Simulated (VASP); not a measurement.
Crystal: C.

```
C
1.0
     0.02967    1.80979    1.80979
     1.80979    0.02967    1.80979
     1.80979    1.80979    0.02967
C
2
Direct
  0.99999 0.99999 0.99999
  0.25001 0.25001 0.25001
```

This cell differs from its parent crystal: strain along [111] +2.5%.

Base run:

```yaml
Program: VASP 6.6.1
Functional: r2SCAN
Potentials_or_basis: VASP PAW PBE potentials, release 64 (C)
Cutoff: 520 eV
k_mesh: 12 × 12 × 12
Occupations: gaussian, width 0.01 eV
Spin: no spin polarisation
```

Its results: band gap on the k mesh 4.28 eV, indirect (least direct gap 5.23 eV); pressure -9.3 GPa; largest force 0.006 eV/Å.

The run is repeated on the same cell with these changes: potentials or basis from VASP PAW PBE potentials, release 64 (C) to VASP PAW PBE potentials, release 64 (C_h); cutoff from 520 eV to 910 eV; further incar settings from ALGO = Normal; EDIFF = 1e-07; NBANDS = 11 to ALGO = Normal; EDIFF = 1e-06; NBANDS = 11. What comes out?

Band gap on the k mesh 4.31 eV, indirect (least direct gap 5.27 eV); pressure -11.1 GPa; largest force 0.007 eV/Å.

Caveats: the PAW data sets were made with another functional, which shifts forces and pressure a little; the cutoff is under 1.25 times the usual one of these potentials, so pressure, stress and relaxed cells hold a basis-set (Pulay) error (some runs).

A k mesh can miss the band edges.
